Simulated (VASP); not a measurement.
# Sr in VASP: a series of runs

Runs on Sr. Level: PBE. Tasks: single point.

All numbers are computed with VASP 6.6.1; they aren't measurements. Logs are shortened: lines on timing, memory, paths and dates and some standing lists are left out, and cuts for length are marked.

### Step 1. The cell of the first run

The typed cell holds 2 atoms: a = 4.231 Å, b = 4.231 Å, c = 6.132 Å, α = 90.00°, β = 90.00°, γ = 90.00°.

The cell was built from a structure type or drawn by symmetry, and may not be a known phase.

### Step 2. Single point, PBE

INCAR reads:

```
SYSTEM = Sr
ALGO     = Normal         ! electronic algorithm
EDIFF    = 1E-6           ! SCF threshold, eV
ENCUT    = 520            ! plane-wave cutoff, eV
GGA      = PE             ! functional
ISIF     = 2              ! what is computed and relaxed
ISMEAR   = 0              ! smearing method
LASPH    = .True.         ! aspherical terms in the spheres
LCHARG   = .True.         ! write CHGCAR
LELF     = .True.         ! ELF
LREAL    = .False.        ! projectors in reciprocal space
LVHAR    = .True.       
LWAVE    = .False.        ! write WAVECAR
NBANDS   = 17             ! bands
NELM     = 100            ! most SCF steps
PREC     = Accurate       ! precision mode
SIGMA    = 0.1            ! smearing width, eV
```

KPOINTS reads:

```
k-points
0
Gamma
  4 4 4
  0 0 0
```

POSCAR reads:

```
Sr
1.0
    4.2312415173      0.0000000000      0.0000000000
    0.0000000000      4.2312415173      0.0000000000
    0.0000000000      0.0000000000      6.1319193942
Sr
2
Direct
    0.5000000000      0.0000000000      0.7500847485
    0.0000000000      0.5000000000      0.2499152515
```

Potentials or basis: VASP PAW PBE potentials, release 64 (Sr_sv).

Launch:

```
> cat potpaw_PBE.64/Sr_sv/POTCAR > POTCAR
> mpirun -np 1 vasp_std > vasp.out
```

OUTCAR:

```text
SYSTEM = Sr
   EDIFF = 1E-6
   ENCUT = 520
   GGA = PE
   ISIF = 2
   ISMEAR = 0
   LASPH = .True.
   LREAL = .False.
   NELM = 100
   PREC = Accurate

 ion  position               nearest neighbor table
   1  0.500  0.000  0.750-   2 4.28   2 4.28   2 4.28   2 4.28   2 4.28   2 4.28   2 4.28   2 4.28

   2  0.000  0.500  0.250-   1 4.28   1 4.28   1 4.28   1 4.28   1 4.28   1 4.28   1 4.28   1 4.28

  LATTYP: Found a simple tetragonal cell.
 ALAT       =     4.2312415173
 C/A-ratio  =     1.4492009896

  Lattice vectors:

 A1 = (   4.2312415173,   0.0000000000,   0.0000000000)
 A2 = (   0.0000000000,   4.2312415173,   0.0000000000)
 A3 = (   0.0000000000,   0.0000000000,   6.1319193942)

Analysis of symmetry for initial positions (statically):
=====================================================================
 Subroutine PRICEL returns:
 Original cell was already a primitive cell.

 Routine SETGRP: Setting up the symmetry group for a
 simple tetragonal supercell.

 Subroutine GETGRP returns: Found 16 space group operations
 (whereof  8 operations were pure point group operations)
 out of a pool of 16 trial point group operations.

The static configuration has the point symmetry D_2d.
 The point group associated with its full space group is D_4h.

Analysis of symmetry for dynamics (positions and initial velocities):
=====================================================================
 Subroutine PRICEL returns:
 Original cell was already a primitive cell.

 Routine SETGRP: Setting up the symmetry group for a
 simple tetragonal supercell.

 Subroutine GETGRP returns: Found 16 space group operations
 (whereof  8 operations were pure point group operations)
 out of a pool of 16 trial point group operations.

The dynamic configuration has the point symmetry D_2d.
 The point group associated with its full space group is D_4h.

 Subroutine INISYM returns: Found 16 space group operations
 (whereof  8 operations are pure point group operations),
 and found     1 'primitive' translations

----------------------------------------------------------------------------------------

                                     Primitive cell

  volume of cell :     109.7822

  direct lattice vectors                    reciprocal lattice vectors
     4.231241517  0.000000000  0.000000000     0.236337254  0.000000000  0.000000000
     0.000000000  4.231241517  0.000000000     0.000000000  0.236337254  0.000000000
     0.000000000  0.000000000  6.131919394     0.000000000  0.000000000  0.163081074

  length of vectors
     4.231241517  4.231241517  6.131919394     0.236337254  0.236337254  0.163081074

  position of ions in fractional coordinates (direct lattice)
     0.500000000  0.000000000  0.750084749
     0.000000000  0.500000000  0.249915251

  ion indices of the primitive-cell ions
   primitive index   ion index
                 1           1
                 2           2

----------------------------------------------------------------------------------------

 KPOINTS: k-points

Automatic generation of k-mesh.
 Grid dimensions read from file:
 generate k-points for:    4    4    4

 Generating k-lattice:

  Cartesian coordinates                     Fractional coordinates (reciprocal lattice)
     0.059084313  0.000000000  0.000000000     0.250000000  0.000000000  0.000000000
     0.000000000  0.059084313  0.000000000     0.000000000  0.250000000  0.000000000
     0.000000000  0.000000000  0.040770268     0.000000000  0.000000000  0.250000000

  Length of vectors
     0.059084313  0.059084313  0.040770268

  Shift w.r.t. Gamma in fractional coordinates (k-lattice)
     0.000000000  0.000000000  0.000000000

 Subroutine IBZKPT returns following result:
 ===========================================

 Found     18 irreducible k-points:

 Following reciprocal coordinates:
            Coordinates               Weight
  0.000000  0.000000  0.000000      1.000000
  0.250000  0.000000  0.000000      4.000000
  0.500000  0.000000  0.000000      2.000000
  0.250000  0.250000  0.000000      4.000000
  0.500000  0.250000  0.000000      4.000000
  0.500000  0.500000  0.000000      1.000000
[... 10 lines left out ...]
  0.500000  0.250000  0.500000      4.000000
  0.500000  0.500000  0.500000      1.000000
   k-points           NKPTS =     18   k-points in BZ     NKDIM =     18   number of bands    NBANDS=     17
   number of dos      NEDOS =    301   number of ions     NIONS =      2
   total plane-waves  NPLWV =  49152
   dimension x,y,z NGX =    32 NGY =   32 NGZ =   48
   dimension x,y,z NGXF=    64 NGYF=   64 NGZF=   96
   ions per type =               2
   NGX,Y,Z   is equivalent  to a cutoff of  12.57, 12.57, 13.01 a.u.
   NGXF,Y,Z  is equivalent  to a cutoff of  25.15, 25.15, 26.03 a.u.
 SYSTEM =  Sr
   PREC   = accura    normal or accurate (medium, high low for compatibility)
   ISTART =      0    job   : 0-new  1-cont  2-samecut
   ICHARG =      2    charge: 1-file 2-atom 10-const
   ISPIN  =      1    spin polarized calculation?
   LNONCOLLINEAR =      F non collinear calculations
   LSORBIT =      F    spin-orbit coupling
   LASPH  =      T    aspherical Exc in radial PAW
   ENCUT  =  520.0 eV  38.22 Ry    6.18 a.u.   7.87  7.87 11.40*2*pi/ulx,y,z
   NELM   =    100;   NELMIN=  2; NELMDL= -5     # of ELM steps
   EDIFF  = 0.1E-05   stopping-criterion for ELM
   LREAL  =      F    real-space projection
   EDIFFG = 0.1E-04   stopping-criterion for IOM
   NSW    =      0    number of steps for IOM
   IBRION =     -1    ionic relax: 0-MD 1-quasi-New 2-CG
   NFREE  =      0    steps in history (QN), initial steepest desc. (CG)
   ISIF   =      2    stress and relaxation
   ISYM   =      2    0-nonsym 1-usesym 2-fastsym
   POTIM  = 0.5000    time-step for ionic-motion
   TEBEG  =    0.0;   TEEND  =   0.0 temperature during run
   PSTRESS=    0.0 pullay stress
   NELECT =      20.0000    total number of electrons
   NUPDOWN=      -1.0000    fix difference up-down
   EMIN   =  10.00;   EMAX   =-10.00  energy-range for DOS
   EFERMI =   0.00;   METHOD = LEGACY
   ISMEAR =     0;   SIGMA  =   0.10  broadening in eV -4-tet -1-fermi 0-gaus
   EFERMI_NEDOS =   21; number of points for ismear=-14 and -15
   IALGO  =     38    algorithm
   IMIX   =      4    mixing-type and parameters
     AMIX     =   0.40;   BMIX     =  1.00
     AMIX_MAG =   1.60;   BMIX_MAG =  1.00
  volume/ion in A,a.u.               =      54.89       370.42
  Fermi-wavevector in a.u.,A,eV,Ry     =   0.928056  1.753771 11.718532  0.861288
  Thomas-Fermi vector in A             =   2.054192
   LORBIT       =      0    0 simple, 1 ext, 2 COOP (PROOUT), +10 PAW based schemes
   GGA     = PE    functional components
   LHFCALC =     F    Hartree Fock is set to
   AEXX    =    0.0000 exact exchange contribution
   IVDW    =     0    specifies the selected vdW correction
   LEPSILON=     F    determine dielectric tensor
   LRPA    =     F    only Hartree local field effects (RPA)
 non-spin polarized calculation
 Gauss-broadening in eV      SIGMA  =   0.10
  energy-cutoff  :      520.00
  volume of cell :      109.78
 maximum number of plane-waves:      2980
 NGX is ok and might be reduce to    32

 number of electron      20.0000000 magnetization

 Free energy of the ion-electron system (eV)
  ---------------------------------------------------
  ext. energy  EPLUGINS =         0.00000000
  ---------------------------------------------------
  free energy    TOTEN  =        -3.32425477 eV

  energy without entropy =       -3.30995485  energy(sigma->0) =       -3.31710481

 E-fermi :   1.5995     XC(G=0):  -7.3576

 val. band max:        1.4730553084   @ k =   0.2500   0.0000   0.0000
 cond. band min:       1.6013803902   @ k =   0.5000   0.2500   0.5000
 fundamental gap:      0.1283250817
 Fermi energy:         1.5994661409

 k-point     1 :       0.0000    0.0000    0.0000
  band No.  band energies     occupation
      1     -35.0343      2.00000
      2     -35.0167      2.00000
      3     -17.1032      2.00000
      4     -16.9873      2.00000
      5     -16.9873      2.00000
      6     -16.9211      2.00000
[... 9 lines left out ...]
     16       5.2927      0.00000
     17       5.5004      0.00000

 k-point     2 :       0.2500    0.0000    0.0000
  band No.  band energies     occupation
      1     -35.0291      2.00000
      2     -35.0167      2.00000
      3     -17.0710      2.00000
      4     -17.0346      2.00000
      5     -16.9886      2.00000
      6     -16.9729      2.00000
[... 9 lines left out ...]
     16       4.8887      0.00000
     17       5.0565      0.00000

 k-point     3 :       0.5000    0.0000    0.0000
  band No.  band energies     occupation
      1     -35.0203      2.00000
      2     -35.0203      2.00000
      3     -17.0681      2.00000
      4     -17.0681      2.00000
      5     -17.0008      2.00000
      6     -17.0008      2.00000
[... 9 lines left out ...]
     16       4.4476      0.00000
     17       5.2359      0.00000

 k-point     4 :       0.2500    0.2500    0.0000
  band No.  band energies     occupation
      1     -35.0247      2.00000
      2     -35.0159      2.00000
      3     -17.0477      2.00000
      4     -17.0464      2.00000
      5     -17.0176      2.00000
      6     -16.9965      2.00000
[... 9 lines left out ...]
     16       4.5622      0.00000
     17       4.5967      0.00000
[... 223 lines left out ...]
      1     -35.0203      2.00000
      2     -35.0203      2.00000
      3     -17.0590      2.00000
      4     -17.0589      2.00000
      5     -17.0048      2.00000
      6     -17.0046      2.00000
[... 9 lines left out ...]
     16       4.3856      0.00000
     17       5.1689      0.00000

 k-point    17 :       0.5000    0.2500    0.5000
  band No.  band energies     occupation
      1     -35.0177      2.00000
      2     -35.0177      2.00000
      3     -17.0916      2.00000
      4     -17.0916      2.00000
      5     -17.0001      2.00000
      6     -17.0001      2.00000
[... 9 lines left out ...]
     16       4.1993      0.00000
     17       5.8765      0.00000

 k-point    18 :       0.5000    0.5000    0.5000
  band No.  band energies     occupation
      1     -35.0151      2.00000
      2     -35.0151      2.00000
      3     -17.0547      2.00000
      4     -17.0547      2.00000
      5     -17.0545      2.00000
      6     -17.0545      2.00000
[... 9 lines left out ...]
     16       3.8094      0.00000
     17       6.8298      0.00000

------------------------ aborting loop because EDIFF is reached ----------------------------------------

  FORCE on cell =-STRESS in cart. coord.  units (eV):
  Direction    XX          YY          ZZ          XY          YZ          ZX
  --------------------------------------------------------------------------------------
  -------------------------------------------------------------------------------------
  Total        0.0374260      0.0374260      0.0651579      0.0000000      0.0000000      0.0000000
  in kB        0.5462005      0.5462005      0.9509235      0.0000000      0.0000000      0.0000000
  external PRESSURE =       0.6811082 kB  Pullay stress =       0.0000000 kB

 VOLUME and BASIS-vectors are now :
 -----------------------------------------------------------------------------
  energy-cutoff  :      520.00
  volume of cell :      109.78
      direct lattice vectors                 reciprocal lattice vectors
     4.231241517  0.000000000  0.000000000     0.236337254  0.000000000  0.000000000
     0.000000000  4.231241517  0.000000000     0.000000000  0.236337254  0.000000000
     0.000000000  0.000000000  6.131919394     0.000000000  0.000000000  0.163081074

 POSITION                                       TOTAL-FORCE (eV/Angst)
 -----------------------------------------------------------------------------------
      2.11562      0.00000      4.59946         0.000000      0.000000     -0.001750
      0.00000      2.11562      1.53246         0.000000     -0.000000      0.001750
 -----------------------------------------------------------------------------------
    total drift:                                0.000000      0.000000      0.000000

  FREE ENERGIE OF THE ION-ELECTRON SYSTEM (eV)
  ---------------------------------------------------
  free  energy   TOTEN  =        -3.3242547745 eV

  energy  without entropy=       -3.3099548478  energy(sigma->0) =       -3.31710481
```

It took 56 s on 1 thread of Oxide Virtual Turin-like, shared host; peak memory 0.18 GiB.

Results:

| Property | Result |
| --- | --- |
| Free energy | -3.3243 eV |
| Pressure | 0.1 GPa |
| Band gap on the k mesh | zero (bands 10 and 11 overlap by 0.06 eV) |

Caveat: the k points lie up to 0.37 Å⁻¹ apart.

### Step 3. Single point, PBE

This run uses another cell than the first one: it holds 1 atom, not 2.

INCAR reads:

```
SYSTEM = Sr
PREC     = Accurate       ! precision mode
ENCUT    = 520            ! plane-wave cutoff, eV
EDIFF    = 1E-6           ! SCF threshold, eV
ISMEAR   = 0              ! smearing method
SIGMA    = 0.1            ! smearing width, eV
LREAL    = .False.        ! projectors in reciprocal space
LASPH    = .True.         ! aspherical terms in the spheres
NELM     = 60             ! most SCF steps
ALGO     = Fast           ! electronic algorithm
ISIF     = 2              ! what is computed and relaxed
LWAVE    = .False.        ! write WAVECAR
LCHARG   = .False.        ! write CHGCAR
GGA      = PE             ! functional
NBANDS   = 11             ! bands
```

KPOINTS reads:

```
Automatic mesh
0
Gamma
  18 18 18
  0 0 0
```

POSCAR reads:

```
Sr
1.0
   -2.1271164474      2.1271164474      3.0201788900
    2.1271164474     -2.1271164474      3.0201788900
    2.1271164474      2.1271164474     -3.0201788900
Sr
1
Direct
    0.5000000000      0.5000000000      0.0000000000
```

Potentials or basis: VASP PAW PBE potentials, release 64 (Sr_sv).

Launch:

```
> cat potpaw_PBE.64/Sr_sv/POTCAR > POTCAR
> mpirun -np 1 vasp_std > vasp.out
```

It took 5.6 min on 1 thread of Oxide Virtual Turin-like, shared host; peak memory 0.37 GiB.

The run converged. Its results:

```yaml
Free_energy: -1.6409 eV
Pressure: 0.0 GPa
Band_gap_on_the_k_mesh: zero (bands 5 and 6 overlap by 0.04 eV)
```

Levels at points of the mesh, in eV from the Fermi level:
| k point | band 2 | band 3 | band 4 | band 5 | band 6 | band 7 | band 8 | band 9 |
| --- | --- | --- | --- | --- | --- | --- | --- | --- |
| (0.00, 0.00, 0.00) | -18.50 | -18.50 | -18.50 | -3.66 | 2.33 | 2.35 | 2.35 | 3.80 |
| (0.50, 0.00, 0.00) | -18.70 | -18.53 | -18.53 | -1.13 | 0.06 | 2.17 | 2.20 | 4.86 |
| (0.50, 0.50, 0.00) | -18.69 | -18.58 | -18.58 | -0.65 | 0.33 | 1.07 | 4.87 | 5.16 |
| (0.50, 0.50, 0.50) | -18.69 | -18.58 | -18.58 | -0.66 | 0.34 | 1.04 | 4.87 | 5.17 |

### Step 4. Single point, PBE

This run uses another cell than the first one: it holds 8 atoms, not 2.

INCAR reads:

```
PREC = Accurate
ENCUT = 520
EDIFF = 1E-6
ISMEAR = 0
SIGMA = 0.2
LREAL = False
LASPH = True
NELM = 80
ALGO = Fast
ISIF = 2
LWAVE = False
LCHARG = False
GGA = PE
NBANDS = 50
```

KPOINTS reads:

```
regular mesh
0
Gamma
  4 4 4
```

POSCAR reads:

```
Sr
1.0
    8.5084657894      0.0000000000      0.0000000000
    0.0000000000      8.5084657894      0.0000000000
   -4.2542328947     -4.2542328947      6.0403577800
Sr
8
Direct
    0.2500000000      0.2500000000      0.5000000000
    0.2500000000      0.2500000000      0.0000000000
    0.7500000000      0.2500000000      1.0000000000
    0.7500000000      0.2500000000      0.5000000000
    0.2500000000      0.7500000000      1.0000000000
    0.2500000000      0.7500000000      0.5000000000
    0.7500000000      0.7500000000      0.5000000000
    0.7500000000      0.7500000000      0.0000000000
```

Launch:

```
> cat potpaw_PBE.64/Sr_sv/POTCAR > POTCAR
> mpirun -np 1 vasp_std > vasp.out
```

Wall time 19 min (1 thread of Oxide Virtual Turin-like, shared host); peak memory 0.58 GiB.

Results (log left out):

| Property | Result |
| --- | --- |
| Free energy | -13.2171 eV |
| Pressure | 0.1 GPa |
| Band gap on the k mesh | zero (bands 40 and 41 overlap by 0.04 eV) |

Levels at points of the mesh, in eV from the Fermi level:
| k point | band 38 | band 39 | band 40 | band 41 | band 42 | band 43 |
| --- | --- | --- | --- | --- | --- | --- |
| (0.00, 0.00, 0.00) | -0.63 | -0.62 | -0.62 | 0.10 | 0.10 | 0.10 |
| (0.50, 0.00, 0.00) | -0.74 | -0.74 | -0.74 | 0.34 | 0.34 | 0.34 |
| (0.50, 0.50, 0.00) | -1.33 | 0.09 | 0.09 | 0.65 | 0.65 | 0.67 |
| (0.00, 0.00, 0.50) | -1.33 | 0.09 | 0.09 | 0.67 | 0.67 | 0.67 |

### Step 5. Summary

| cell | k mesh | smearing | gap on the mesh (eV) | pressure (GPa) |
| --- | --- | --- | --- | --- |
| a = 4.231, b = 4.231, c = 6.132 Å, 2 atoms, atomic positions A | 4 × 4 × 4 | gaussian 0.1 eV | none | 0.1 |
| a = 4.263 Å, angles 120.1, 120.1, 89.8°, 1 atom, atomic positions B | 18 × 18 × 18 | gaussian 0.1 eV | none | 0.0 |
| a = 8.508, b = 8.508, c = 8.525 Å, angles 119.9, 119.9, 90.0°, 8 atoms, atomic positions C | 4 × 4 × 4 | gaussian 0.2 eV | none | 0.1 |

Alike in all rows: task single point; level PBE; potentials or basis VASP PAW PBE potentials, release 64 (Sr_sv); no spin polarisation; cutoff (eV) 520.

Caveats: some runs use coarse meshes.

Total energies depend on the potentials used, so only differences within one code and one set of settings carry meaning.
